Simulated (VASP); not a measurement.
# BAs (F-43m) in VASP: a series of runs

The runs below take BAs through single point, with LDA, PBE.

All numbers are computed with VASP 6.6.1; they aren't measurements. Logs are shortened: lines on timing, memory, paths and dates and some standing lists are left out, and cuts for length are marked.

## Step 1: The cell of the first run

It takes space group F-43m (No. 216, cubic). The conventional cell has a = 4.777 Å, b = 4.777 Å, c = 4.777 Å, α = 90.00°, β = 90.00°, γ = 90.00°. As (site symmetry -43m) has 4 B at 2.07 Å within 2.7 Å. B (site symmetry -43m) has 4 As at 2.07 Å within 2.7 Å.

## Step 2: Single point, LDA, non-collinear spin, zero start, spin-orbit coupling

INCAR reads:

```
PREC     = Accurate       # precision mode
ENCUT    = 520            # plane-wave cutoff, eV
EDIFF    = 1E-7           # SCF threshold, eV
ISMEAR   = -1             # smearing method
SIGMA    = 0.05           # smearing width, eV
LREAL    = False          # projectors in reciprocal space
LASPH    = True           # aspherical terms in the spheres
NELM     = 150            # most SCF steps
ALGO     = Normal         # electronic algorithm
ISIF     = 2              # what is computed and relaxed
LWAVE    = False          # write WAVECAR
LCHARG   = False          # write CHGCAR
LNONCOLLINEAR= True           # non-collinear magnetism
MAGMOM   = 0 0 0 0 0 0    # initial moments
LORBIT   = 11             # projections on sites
LSORBIT  = True           # spin-orbit coupling
GGA_COMPAT= False        
LORBMOM  = True         
GGA      = CA             # functional
NBANDS   = 20             # bands
```

KPOINTS reads:

```
Automatic mesh
0
Gamma
  7 7 7
```

POSCAR reads:

```
BAs
1.0
    0.0000000000      2.3885000000      2.3885000000
    2.3885000000      0.0000000000      2.3885000000
    2.3885000000      2.3885000000      0.0000000000
As B
1 1
Direct
    0.7500000000      0.7500000000      0.7500000000
    0.0000000000      0.0000000000      0.0000000000
```

Potentials or basis: VASP PAW LDA potentials, release 64 (As, B).

Launch:

```bash
$ cat potpaw_LDA.64/As/POTCAR potpaw_LDA.64/B/POTCAR > POTCAR
$ mpirun -np 1 vasp_ncl > vasp.out
```

OUTCAR:

```text
PREC = Accurate
   ENCUT = 520
   EDIFF = 1E-7
   ISMEAR = -1
   LREAL = False
   LASPH = True
   NELM = 150
   ISIF = 2
   LNONCOLLINEAR = True
   LORBIT = 11
   LSORBIT = True
   GGA = CA

 ion  position               nearest neighbor table
   1  0.750  0.750  0.750-   2 2.07   2 2.07   2 2.07   2 2.07
   2  0.000  0.000  0.000-   1 2.07   1 2.07   1 2.07   1 2.07

  LATTYP: Found a face centered cubic cell.
 ALAT       =     4.7770000000

  Lattice vectors:

 A1 = (   0.0000000000,   2.3885000000,   2.3885000000)
 A2 = (   2.3885000000,   0.0000000000,   2.3885000000)
 A3 = (   2.3885000000,   2.3885000000,   0.0000000000)

Analysis of symmetry for initial positions (statically):
=====================================================================
 Subroutine PRICEL returns:
 Original cell was already a primitive cell.

 Routine SETGRP: Setting up the symmetry group for a
 face centered cubic supercell.

 Subroutine GETGRP returns: Found 24 space group operations
 (whereof 24 operations were pure point group operations)
 out of a pool of 48 trial point group operations.

The static configuration has the point symmetry T_d .

Analysis of symmetry for dynamics (positions and initial velocities):
=====================================================================
 Subroutine PRICEL returns:
 Original cell was already a primitive cell.

 Routine SETGRP: Setting up the symmetry group for a
 face centered cubic supercell.

 Subroutine GETGRP returns: Found 24 space group operations
 (whereof 24 operations were pure point group operations)
 out of a pool of 48 trial point group operations.

The dynamic configuration has the point symmetry T_d .

Analysis of structural, dynamic, and magnetic symmetry:
=====================================================================
 Subroutine PRICEL returns:
 Original cell was already a primitive cell.

 Routine SETGRP: Setting up the symmetry group for a
 face centered cubic supercell.

 Subroutine GETGRP returns: Found 24 space group operations
 (whereof 24 operations were pure point group operations)
 out of a pool of 48 trial point group operations.

The overall configuration has the point symmetry T_d .

 Subroutine INISYM returns: Found 24 space group operations
 (whereof 24 operations are pure point group operations),
 and found     1 'primitive' translations

----------------------------------------------------------------------------------------

                                     Primitive cell

  volume of cell :      27.2525

  direct lattice vectors                    reciprocal lattice vectors
     0.000000000  2.388500000  2.388500000    -0.209336404  0.209336404  0.209336404
     2.388500000  0.000000000  2.388500000     0.209336404 -0.209336404  0.209336404
     2.388500000  2.388500000  0.000000000     0.209336404  0.209336404 -0.209336404

  length of vectors
     3.377849094  3.377849094  3.377849094     0.362581287  0.362581287  0.362581287

  position of ions in fractional coordinates (direct lattice)
     0.750000000  0.750000000  0.750000000
     0.000000000  0.000000000  0.000000000

  ion indices of the primitive-cell ions
   primitive index   ion index
                 1           1
                 2           2

----------------------------------------------------------------------------------------

 KPOINTS: Automatic mesh

Automatic generation of k-mesh.
 Grid dimensions read from file:
 generate k-points for:    7    7    7

 Generating k-lattice:

  Cartesian coordinates                     Fractional coordinates (reciprocal lattice)
    -0.029905201  0.029905201  0.029905201     0.142857143  0.000000000  0.000000000
     0.029905201 -0.029905201  0.029905201     0.000000000  0.142857143  0.000000000
     0.029905201  0.029905201 -0.029905201     0.000000000  0.000000000  0.142857143

  Length of vectors
[... 89 lines left out ...]
 NGX is ok and might be reduce to    28
   NGX = 13   NGY = 13   NGZ = 13

 number of electron       8.0000000 magnetization       0.0000000      0.0000000     -0.0000000

 number of electron       8.0000000 magnetization      -0.0000000     -0.0000000      0.0000000

 number of electron       8.0000000 magnetization      -0.0000000     -0.0000000     -0.0000000

 number of electron       8.0000000 magnetization       0.0000000      0.0000000      0.0000000

 Free energy of the ion-electron system (eV)
  ---------------------------------------------------
  ext. energy  EPLUGINS =         0.00000000
  ---------------------------------------------------
  free energy    TOTEN  =       -12.92554180 eV

  energy without entropy =      -12.92554128  energy(sigma->0) =      -12.92554154

 E-fermi :   6.7350     XC(G=0): -10.7831

 val. band max:        6.2258496599   @ k =   0.0000   0.0000   0.0000
 cond. band min:       7.2990510336   @ k =   0.4286   0.4286   0.0000
 fundamental gap:      1.0732013738
 Fermi energy:         6.7350471829

 k-point     1 :       0.0000    0.0000    0.0000
  band No.  band energies     occupation
      1      -9.2175      1.00000
      2      -9.2175      1.00000
      3       6.0132      1.00000
      4       6.0132      1.00000
      5       6.2258      0.99996
      6       6.2258      0.99996
[... 541 lines left out ...]
     19      23.0384      0.00000
     20      23.0385      0.00000

 [... further k-points ...]
[... 5 lines left out ...]
  --------------------------------------------------------------------------------------
  -------------------------------------------------------------------------------------
  Total       -0.5238640     -0.5238640     -0.5238640     -0.0000000      0.0000000     -0.0000000
  in kB      -30.7980660    -30.7980660    -30.7980660     -0.0000000      0.0000000     -0.0000000
  external PRESSURE =     -30.7980660 kB  Pullay stress =       0.0000000 kB

 VOLUME and BASIS-vectors are now :
 -----------------------------------------------------------------------------
  energy-cutoff  :      520.00
  volume of cell :       27.25
      direct lattice vectors                 reciprocal lattice vectors
     0.000000000  2.388500000  2.388500000    -0.209336404  0.209336404  0.209336404
     2.388500000  0.000000000  2.388500000     0.209336404 -0.209336404  0.209336404
     2.388500000  2.388500000  0.000000000     0.209336404  0.209336404 -0.209336404

 POSITION                                       TOTAL-FORCE (eV/Angst)
 -----------------------------------------------------------------------------------
      3.58275      3.58275      3.58275        -0.000000     -0.000000     -0.000000
      0.00000      0.00000      0.00000         0.000000      0.000000      0.000000
 -----------------------------------------------------------------------------------
    total drift:                                0.000000      0.000000      0.000000

  FREE ENERGIE OF THE ION-ELECTRON SYSTEM (eV)
  ---------------------------------------------------
  free  energy   TOTEN  =       -12.9255417990 eV

  energy  without entropy=      -12.9255412772  energy(sigma->0) =      -12.92554154

 orbital moment (x)

 # of ion     p       d       tot
 ----------------------------------------
  1        -0.000   0.000   0.000
  2        -0.000   0.000  -0.000
 ----------------------------------------
           -0.000   0.000  -0.000

 orbital moment (y)

 # of ion     p       d       tot
 ----------------------------------------
  1         0.000  -0.000   0.000
  2        -0.000   0.000  -0.000
 ----------------------------------------
           -0.000  -0.000  -0.000

 orbital moment (z)

 # of ion     p       d       tot
 ----------------------------------------
  1         0.000  -0.000  -0.000
  2        -0.000   0.000  -0.000
 ----------------------------------------
           -0.000  -0.000  -0.000

 Spin-Orbit-Coupling matrix elements

 Ion:    1  E_soc:     -0.0224908
 l=   1
     0.0000000    -0.0037219    -0.0037219
    -0.0037219     0.0000000    -0.0037219
    -0.0037219    -0.0037219     0.0000000
 l=   2
     0.0000000    -0.0000135     0.0000000    -0.0000135    -0.0000131
    -0.0000135     0.0000000    -0.0000098    -0.0000135    -0.0000033
     0.0000000    -0.0000098     0.0000000    -0.0000098     0.0000000
    -0.0000135    -0.0000135    -0.0000098     0.0000000    -0.0000033
    -0.0000131    -0.0000033     0.0000000    -0.0000033     0.0000000
 l=   3
     0.0000000     0.0000000     0.0000000     0.0000000     0.0000000     0.0000000     0.0000000
     0.0000000     0.0000000     0.0000000     0.0000000     0.0000000     0.0000000     0.0000000
     0.0000000     0.0000000     0.0000000     0.0000000     0.0000000     0.0000000     0.0000000
     0.0000000     0.0000000     0.0000000     0.0000000     0.0000000     0.0000000     0.0000000
     0.0000000     0.0000000     0.0000000     0.0000000     0.0000000     0.0000000     0.0000000
     0.0000000     0.0000000     0.0000000     0.0000000     0.0000000     0.0000000     0.0000000
     0.0000000     0.0000000     0.0000000     0.0000000     0.0000000     0.0000000     0.0000000

 Ion:    2  E_soc:     -0.0000096
 l=   1
     0.0000000    -0.0000016    -0.0000016
    -0.0000016     0.0000000    -0.0000016
    -0.0000016    -0.0000016     0.0000000
 l=   2
     0.0000000     0.0000000     0.0000000     0.0000000     0.0000000
     0.0000000     0.0000000     0.0000000     0.0000000     0.0000000
     0.0000000     0.0000000     0.0000000     0.0000000     0.0000000
     0.0000000     0.0000000     0.0000000     0.0000000     0.0000000
     0.0000000     0.0000000     0.0000000     0.0000000     0.0000000
 l=   3
     0.0000000     0.0000000     0.0000000     0.0000000     0.0000000     0.0000000     0.0000000
     0.0000000     0.0000000     0.0000000     0.0000000     0.0000000     0.0000000     0.0000000
     0.0000000     0.0000000     0.0000000     0.0000000     0.0000000     0.0000000     0.0000000
     0.0000000     0.0000000     0.0000000     0.0000000     0.0000000     0.0000000     0.0000000
     0.0000000     0.0000000     0.0000000     0.0000000     0.0000000     0.0000000     0.0000000
     0.0000000     0.0000000     0.0000000     0.0000000     0.0000000     0.0000000     0.0000000
     0.0000000     0.0000000     0.0000000     0.0000000     0.0000000     0.0000000     0.0000000

 total charge

# of ion       s       p       d       tot
------------------------------------------
    1        1.178   1.676   0.086   2.940
    2        0.650   1.182   0.000   1.832
--------------------------------------------------
tot          1.828   2.857   0.086   4.772

 magnetization (x)

# of ion       s       p       d       tot
------------------------------------------
    1        0.000   0.000  -0.000   0.000
    2       -0.000  -0.000   0.000  -0.000
--------------------------------------------------
tot         -0.000   0.000  -0.000  -0.000

 magnetization (y)

# of ion       s       p       d       tot
------------------------------------------
    1        0.000   0.000   0.000   0.000
    2        0.000   0.000   0.000   0.000
--------------------------------------------------
tot          0.000   0.000   0.000   0.000

 magnetization (z)

# of ion       s       p       d       tot
------------------------------------------
    1       -0.000  -0.000  -0.000  -0.000
    2        0.000   0.000   0.000   0.000
--------------------------------------------------
tot          0.000   0.000  -0.000   0.000
```

Wall time 38 s (1 thread of Intel Xeon 6975P-C, shared host); peak memory 0.21 GiB.

What came out:

| Property | Result |
| --- | --- |
| Free energy | -12.9255 eV |
| Pressure | -3.1 GPa |
| Net moment | 0.00 μB per cell |
| Valence electrons inside the program's atomic spheres | As 2.94; B 1.83 |

Moments on the atoms (μB; x, y, z):
```
As  0.00 0.00 0.00
B   0.00 0.00 0.00
```

## Step 3: Single point, LDA

INCAR reads:

```
ALGO     = Normal         # electronic algorithm
EDIFF    = 1E-6           # SCF threshold, eV
ENCUT    = 520            # plane-wave cutoff, eV
ISIF     = 2              # what is computed and relaxed
ISMEAR   = 0              # smearing method
LASPH    = T              # aspherical terms in the spheres
LCHARG   = T              # write CHGCAR
LELF     = T              # ELF
LREAL    = F              # projectors in reciprocal space
LVHAR    = T            
LWAVE    = F              # write WAVECAR
NBANDS   = 11             # bands
NELM     = 100            # most SCF steps
PREC     = Accurate       # precision mode
SIGMA    = 0.1            # smearing width, eV
```

KPOINTS reads:

```
k-points
0
Gamma
  10 10 10
```

POSCAR, as its differences from that of step 2:

```diff
@@ -8,3 +8,3 @@
 Direct
-    0.7500000000      0.7500000000      0.7500000000
+    0.2500000000      0.2500000000      0.2500000000
     0.0000000000      0.0000000000      0.0000000000
```

Potentials or basis: VASP PAW LDA potentials, release 64 (As, B).

Launch:

```bash
$ cat potpaw_LDA.64/As/POTCAR potpaw_LDA.64/B/POTCAR > POTCAR
$ mpirun -np 1 vasp_std > vasp.out
```

It took 6.4 s on 1 thread of Intel Xeon 6975P-C (Granite Rapids), shared host; peak memory 0.14 GiB.

It converged, with:

| Item | Value |
| --- | --- |
| Free energy | -12.9209 eV |
| Pressure | -3.1 GPa |
| Band gap on the k mesh | 1.12 eV, indirect (least direct gap 3.25 eV) |

Levels at points of the mesh, in eV from the valence-band top:
```tsv
k point	band 2	band 3	band 4	band 5	band 6	band 7
(0.00, 0.00, 0.00)	0.00	0.00	0.00	3.25	3.25	3.25
(0.50, 0.00, 0.00)	-8.76	-1.82	-1.82	2.69	4.75	4.75
(0.50, 0.50, 0.00)	-8.43	-4.08	-4.08	1.34	1.41	11.23
```

A k mesh can miss the band edges.

## Step 4: Single point, PBE

INCAR reads:

```
PREC = Accurate
ENCUT = 520
EDIFF = 1E-6
ISMEAR = -1
SIGMA = 0.05
LREAL = F
LASPH = T
NELM = 80
ALGO = Normal
ISIF = 2
LWAVE = F
LCHARG = F
GGA = PE
NBANDS = 11
```

KPOINTS reads:

```
regular mesh
0
Gamma
  7 7 7
```

POSCAR, as its differences from that of step 3:

```diff
@@ -8,3 +8,3 @@
 Direct
-    0.2500000000      0.2500000000      0.2500000000
+    0.7500000000      0.7500000000      0.7500000000
     0.0000000000      0.0000000000      0.0000000000
```

Potentials or basis: VASP PAW PBE potentials, release 64 (As, B).

Launch:

```bash
$ cat potpaw_PBE.64/As/POTCAR potpaw_PBE.64/B/POTCAR > POTCAR
$ mpirun -np 1 vasp_std > vasp.out
```

Run time: 5.3 s. Hardware: 1 thread of AMD EPYC 9R45 (Zen 5), shared host; peak memory 0.12 GiB.

It converged, with:

| Quantity | Value |
| --- | --- |
| Free energy | -11.3999 eV |
| Pressure | 3.4 GPa |
| Band gap on the k mesh | 1.20 eV, indirect (least direct gap 3.28 eV) |

Levels at points of the mesh, in eV from the valence-band top:
```csv
k point,band 2,band 3,band 4,band 5,band 6,band 7
"(0.00, 0.00, 0.00)",0.00,0.00,0.00,3.28,3.28,3.28
```

A k mesh can miss the band edges.

## Step 5: The runs side by side

| level | potentials or basis | spin | k mesh | smearing | gap on the mesh (eV) | pressure (GPa) |
| --- | --- | --- | --- | --- | --- | --- |
| LDA | VASP PAW LDA potentials, release 64 (As, B) | non-collinear, zero start, SOC | 7 × 7 × 7 | fermi-dirac 0.05 eV | - | -3.1 |
| LDA | VASP PAW LDA potentials, release 64 (As, B) | off | 10 × 10 × 10 | gaussian 0.1 eV | 1.12 | -3.1 |
| PBE | VASP PAW PBE potentials, release 64 (As, B) | off | 7 × 7 × 7 | fermi-dirac 0.05 eV | 1.20 | 3.4 |

Alike in all rows: task single point; cell as given; cutoff (eV) 520.

Absolute energies hang on the potentials; compare differences alone.
